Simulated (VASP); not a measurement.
# WS2 in VASP: single point with PBE+D3(BJ)

Aim: the single point of WS2 with PBE+D3(BJ).

Everything below comes from runs of VASP 6.6.1. Logs are shortened: lines on timing, memory, paths and dates and some standing lists are left out, and cuts for length are marked.

## 1. The cell of the first run

The cell holds a slab with vacuum, 6 atoms: a = 3.160 Å, b = 3.160 Å, c = 23.804 Å, α = 90.00°, β = 90.00°, γ = 120.00°.

## 2. Single point, PBE+D3(BJ) (layers slid over each other)

INCAR reads:

```
ALGO = Normal
DIPOL = 0.5 0.5 0.402
EDIFF = 1E-6
ENCUT = 520
GGA = PE
IDIPOL = 3
ISIF = 2
ISMEAR = 0
IVDW = 12
LASPH = T
LCHARG = F
LDIPOL = T
LREAL = F
LWAVE = F
NBANDS = 35
NELM = 60
PREC = Accurate
SIGMA = 0.05
```

KPOINTS reads:

```
k-points
0
Gamma
  9 9 1
```

POSCAR reads:

```
WS2
1.0
    3.1595456682      0.0000000000      0.0000000000
   -1.5797728341      2.7362468131      0.0000000000
    0.0000000000      0.0000000000     23.8042574330
S W
4 2
Direct
    0.3333333333      0.6666666667      0.1890418137
    0.3333333333      0.6666666667      0.3214605092
    0.6666666667      1.3333333333      0.4827761903
    0.6666666667      1.3333333333      0.6151948858
    0.6666666667      0.3333333333      0.2552511584
    1.0000000000      1.0000000000      0.5489855349
```

Potentials or basis: VASP PAW PBE potentials, release 64 (S, W_sv).

Launch:

```sh
$ cat potpaw_PBE.64/S/POTCAR potpaw_PBE.64/W_sv/POTCAR > POTCAR
$ mpirun -np 1 vasp_std > vasp.out
```

OUTCAR:

```text
EDIFF = 1E-6
   ENCUT = 520
   GGA = PE
   ISIF = 2
   ISMEAR = 0
   IVDW = 12
   LASPH = T
   LREAL = F
   NELM = 60
   PREC = Accurate
 IVDW          = 12

 ion  position               nearest neighbor table
   1  0.333  0.667  0.189-   5 2.41   5 2.41   5 2.41
   2  0.333  0.667  0.321-   5 2.41   5 2.41   5 2.41
   3  0.667  0.333  0.483-   6 2.41   6 2.41   6 2.41
   4  0.667  0.333  0.615-   6 2.41   6 2.41   6 2.41
   5  0.667  0.333  0.255-   1 2.41   1 2.41   1 2.41   2 2.41   2 2.41   2 2.41
   6  0.000  0.000  0.549-   3 2.41   3 2.41   3 2.41   4 2.41   4 2.41   4 2.41

  LATTYP: Found a hexagonal cell.
 ALAT       =     3.1595456682
 C/A-ratio  =     7.5340760770

  Lattice vectors:

 A1 = (   3.1595456682,   0.0000000000,   0.0000000000)
 A2 = (  -1.5797728341,   2.7362468131,   0.0000000000)
 A3 = (   0.0000000000,   0.0000000000,  23.8042574330)

Analysis of symmetry for initial positions (statically):
=====================================================================
 Subroutine PRICEL returns:
 Original cell was already a primitive cell.

 Routine SETGRP: Setting up the symmetry group for a
 hexagonal supercell.

 Subroutine GETGRP returns: Found  6 space group operations
 (whereof  6 operations were pure point group operations)
 out of a pool of 24 trial point group operations.

The static configuration has the point symmetry C_3v.

Analysis of symmetry for dynamics (positions and initial velocities):
=====================================================================
 Subroutine PRICEL returns:
 Original cell was already a primitive cell.

 Routine SETGRP: Setting up the symmetry group for a
 hexagonal supercell.

 Subroutine GETGRP returns: Found  6 space group operations
 (whereof  6 operations were pure point group operations)
 out of a pool of 24 trial point group operations.

The dynamic configuration has the point symmetry C_3v.

 Subroutine INISYM returns: Found  6 space group operations
 (whereof  6 operations are pure point group operations),
 and found     1 'primitive' translations

----------------------------------------------------------------------------------------

                                     Primitive cell

  volume of cell :     205.7949

  direct lattice vectors                    reciprocal lattice vectors
     3.159545668  0.000000000  0.000000000     0.316501201  0.182732054  0.000000000
    -1.579772834  2.736246813  0.000000000     0.000000000  0.365464108  0.000000000
     0.000000000  0.000000000 23.804257433     0.000000000  0.000000000  0.042009292

  length of vectors
     3.159545668  3.159545668 23.804257433     0.365464108  0.365464108  0.042009292

  position of ions in fractional coordinates (direct lattice)
     0.333333333  0.666666667  0.189041814
     0.333333333  0.666666667  0.321460509
     0.666666667  0.333333333  0.482776190
     0.666666667  0.333333333  0.615194886
     0.666666667  0.333333333  0.255251158
     0.000000000  0.000000000  0.548985535

  ion indices of the primitive-cell ions
   primitive index   ion index
                 1           1
                 2           2
                 3           3
                 4           4
                 5           5
                 6           6

----------------------------------------------------------------------------------------

 KPOINTS: k-points

Automatic generation of k-mesh.
 Grid dimensions read from file:
 generate k-points for:    9    9    1

 Generating k-lattice:

  Cartesian coordinates                     Fractional coordinates (reciprocal lattice)
     0.035166800  0.020303562  0.000000000     0.111111111 -0.000000000  0.000000000
     0.000000000  0.040607123  0.000000000     0.000000000  0.111111111  0.000000000
     0.000000000  0.000000000  0.042009292     0.000000000  0.000000000  1.000000000

  Length of vectors
     0.040607123  0.040607123  0.042009292

  Shift w.r.t. Gamma in fractional coordinates (k-lattice)
     0.000000000  0.000000000  0.000000000

 Subroutine IBZKPT returns following result:
 ===========================================

 Found     12 irreducible k-points:

 Following reciprocal coordinates:
            Coordinates               Weight
  0.000000  0.000000  0.000000      1.000000
  0.111111  0.000000  0.000000      6.000000
  0.222222 -0.000000  0.000000      6.000000
  0.333333  0.000000  0.000000      6.000000
  0.444444 -0.000000  0.000000      6.000000
  0.111111  0.111111  0.000000      6.000000
  0.222222  0.111111  0.000000     12.000000
  0.333333  0.111111  0.000000     12.000000
  0.444444  0.111111  0.000000      6.000000
  0.222222  0.222222  0.000000      6.000000
  0.333333  0.222222  0.000000     12.000000
  0.333333  0.333333  0.000000      2.000000
   k-points           NKPTS =     12   k-points in BZ     NKDIM =     12   number of bands    NBANDS=     35
   number of dos      NEDOS =    301   number of ions     NIONS =      6
   total plane-waves  NPLWV = 103680
   dimension x,y,z NGX =    24 NGY =   24 NGZ =  180
   dimension x,y,z NGXF=    48 NGYF=   48 NGZF=  360
   ions per type =               4   2
   NGX,Y,Z   is equivalent  to a cutoff of  12.63, 12.63, 12.57 a.u.
   NGXF,Y,Z  is equivalent  to a cutoff of  25.26, 25.26, 25.14 a.u.
 SYSTEM =  unknown system
   PREC   = accura    normal or accurate (medium, high low for compatibility)
   ISTART =      0    job   : 0-new  1-cont  2-samecut
   ICHARG =      2    charge: 1-file 2-atom 10-const
   ISPIN  =      1    spin polarized calculation?
   LNONCOLLINEAR =      F non collinear calculations
   LSORBIT =      F    spin-orbit coupling
   LASPH  =      T    aspherical Exc in radial PAW
   ENCUT  =  520.0 eV  38.22 Ry    6.18 a.u.   5.87  5.87 44.26*2*pi/ulx,y,z
   NELM   =     60;   NELMIN=  2; NELMDL= -5     # of ELM steps
   EDIFF  = 0.1E-05   stopping-criterion for ELM
   LREAL  =      F    real-space projection
   EDIFFG = 0.1E-04   stopping-criterion for IOM
   NSW    =      0    number of steps for IOM
   IBRION =     -1    ionic relax: 0-MD 1-quasi-New 2-CG
   NFREE  =      0    steps in history (QN), initial steepest desc. (CG)
   ISIF   =      2    stress and relaxation
   ISYM   =      2    0-nonsym 1-usesym 2-fastsym
   POTIM  = 0.5000    time-step for ionic-motion
   TEBEG  =    0.0;   TEEND  =   0.0 temperature during run
   PSTRESS=    0.0 pullay stress
   NELECT =      52.0000    total number of electrons
   NUPDOWN=      -1.0000    fix difference up-down
   EMIN   =  10.00;   EMAX   =-10.00  energy-range for DOS
   EFERMI =   0.00;   METHOD = LEGACY
   ISMEAR =     0;   SIGMA  =   0.05  broadening in eV -4-tet -1-fermi 0-gaus
   EFERMI_NEDOS =   21; number of points for ismear=-14 and -15
   IALGO  =     38    algorithm
   IMIX   =      4    mixing-type and parameters
     AMIX     =   0.40;   BMIX     =  1.00
     AMIX_MAG =   1.60;   BMIX_MAG =  1.00
  volume/ion in A,a.u.               =      34.30       231.46
  Fermi-wavevector in a.u.,A,eV,Ry     =   1.034978  1.955825 14.574280  1.071179
  Thomas-Fermi vector in A             =   2.169299
   LORBIT       =      0    0 simple, 1 ext, 2 COOP (PROOUT), +10 PAW based schemes
   GGA     = PE    functional components
   LHFCALC =     F    Hartree Fock is set to
   AEXX    =    0.0000 exact exchange contribution
   IVDW    =    12    specifies the selected vdW correction
   LEPSILON=     F    determine dielectric tensor
   LRPA    =     F    only Hartree local field effects (RPA)
 non-spin polarized calculation
 Gauss-broadening in eV      SIGMA  =   0.05
  energy-cutoff  :      520.00
  volume of cell :      205.79
 maximum number of plane-waves:      5566
 NGX is ok and might be reduce to    24
   NGX = 11   NGY = 11   NGZ = 89

 dipolmoment           0.000000      0.000000     -0.000038 electrons x Angstroem

 number of electron      51.9999994 magnetization

 dipolmoment           0.000000      0.000000      0.000387 electrons x Angstroem

 Free energy of the ion-electron system (eV)
  ---------------------------------------------------
  ext. energy  EPLUGINS =         0.00000000
  ---------------------------------------------------
  free energy    TOTEN  =       -47.33556653 eV

  energy without entropy =      -47.33556653  energy(sigma->0) =      -47.33556653

 E-fermi :   1.1713     XC(G=0):  -6.2116

 val. band max:        0.8665713149   @ k =   0.0000   0.0000   0.0000
 cond. band min:       2.7312867225   @ k =   0.3333   0.3333   0.0000
 fundamental gap:      1.8647154076
 Fermi energy:         1.1713183067

 k-point     1 :       0.0000    0.0000    0.0000
  band No.  band energies     occupation
      1     -73.1992      2.00000
      2     -73.1915      2.00000
      3     -37.4509      2.00000
      4     -37.4431      2.00000
      5     -37.2767      2.00000
      6     -37.2767      2.00000
[... 27 lines left out ...]
     34       3.8854      0.00000
     35       5.8444      0.00000

 k-point     2 :       0.1111    0.0000    0.0000
  band No.  band energies     occupation
      1     -73.1971      2.00000
      2     -73.1893      2.00000
      3     -37.4432      2.00000
      4     -37.4354      2.00000
      5     -37.3194      2.00000
      6     -37.3118      2.00000
[... 27 lines left out ...]
     34       4.1177      0.00000
     35       6.2095      0.00000

 k-point     3 :       0.2222   -0.0000    0.0000
  band No.  band energies     occupation
      1     -73.1916      2.00000
      2     -73.1838      2.00000
      3     -37.4263      2.00000
      4     -37.4236      2.00000
      5     -37.4187      2.00000
      6     -37.4158      2.00000
[... 27 lines left out ...]
     34       4.8165      0.00000
     35       6.9176      0.00000
[... 267 lines left out ...]
 k-point    11 :       0.3333    0.2222    0.0000
  band No.  band energies     occupation
      1     -73.1795      2.00000
      2     -73.1718      2.00000
      3     -37.5797      2.00000
      4     -37.5720      2.00000
      5     -37.4450      2.00000
      6     -37.4373      2.00000
[... 27 lines left out ...]
     34       6.0713      0.00000
     35       7.0251      0.00000

 k-point    12 :       0.3333    0.3333    0.0000
  band No.  band energies     occupation
      1     -73.1784      2.00000
      2     -73.1707      2.00000
      3     -37.5426      2.00000
      4     -37.5349      2.00000
      5     -37.5083      2.00000
      6     -37.5006      2.00000
[... 27 lines left out ...]
     34       6.4521      0.00000
     35       7.3449      0.00000

------------------------ aborting loop because EDIFF is reached ----------------------------------------

 vacuum level on the upper side and lower side of the slab       (xc-potential included)        -0.152        -0.160

 Edisp (eV)   -2.05360

 E8    (eV) :    -0.8931

  FORCE on cell =-STRESS in cart. coord.  units (eV):
  Direction    XX          YY          ZZ          XY          YZ          ZX
  --------------------------------------------------------------------------------------
  -------------------------------------------------------------------------------------
  Total      -0.19474    -0.19474    -0.69426     0.00000    -0.00000     0.00000
  in kB      -1.51612    -1.51612    -5.40503     0.00000    -0.00000     0.00000
  external pressure =       -2.81 kB  Pullay stress =        0.00 kB

 VOLUME and BASIS-vectors are now :
 -----------------------------------------------------------------------------
  energy-cutoff  :      520.00
  volume of cell :      205.79
      direct lattice vectors                 reciprocal lattice vectors
     3.159545668  0.000000000  0.000000000     0.316501201  0.182732054  0.000000000
    -1.579772834  2.736246813  0.000000000     0.000000000  0.365464108  0.000000000
     0.000000000  0.000000000 23.804257433     0.000000000  0.000000000  0.042009292

 POSITION                                       TOTAL-FORCE (eV/Angst)
 -----------------------------------------------------------------------------------
     -0.00000      1.82416      4.50000         0.000000     -0.000000      0.003781
     -0.00000      1.82416      7.65213         0.000000     -0.000000      0.076714
      1.57977      0.91208     11.49213        -0.000000      0.000000     -0.075702
      1.57977      0.91208     14.64426        -0.000000     -0.000000     -0.003396
      1.57977      0.91208      6.07606        -0.000000      0.000000      0.039792
      0.00000      0.00000     13.06819        -0.000000      0.000000     -0.041189
 -----------------------------------------------------------------------------------
    total drift:                               -0.000000      0.000000      0.000137

  FREE ENERGIE OF THE ION-ELECTRON SYSTEM (eV)
  ---------------------------------------------------
  free  energy   TOTEN  =       -49.3891689787 eV

  energy  without entropy=      -49.3891689787  energy(sigma->0) =      -49.38916898

 vacuum level on the upper side and lower side of the slab         6.359         6.352
```

Run time: 60 s. Hardware: 1 thread of Intel Xeon 6975P-C (Granite Rapids), shared host; peak memory 0.33 GiB.

Results:

```
Free energy                : -49.3892 eV
Largest force              : 0.077 eV/Å
Band gap on the k mesh     : 1.86 eV (least direct gap 1.92 eV)
Dispersion energy per atom : -0.342 eV
```

Forces on the atoms (eV/Å):
```
S    0.000  0.000  0.004
S    0.000  0.000  0.077
S    0.000  0.000 -0.076
S    0.000  0.000 -0.003
W    0.000  0.000  0.040
W    0.000  0.000 -0.041
```

Levels at points of the mesh, in eV from the valence-band top:
```
           k point  band 24  band 25  band 26  band 27  band 28  band 29
(0.00, 0.00, 0.00)    -1.62    -0.33     0.00     2.87     2.87     2.89
```

Caveat: the cell differs from its parent crystal (layers slid over each other); spin-orbit coupling is left out, which moves the levels of the heavy elements.
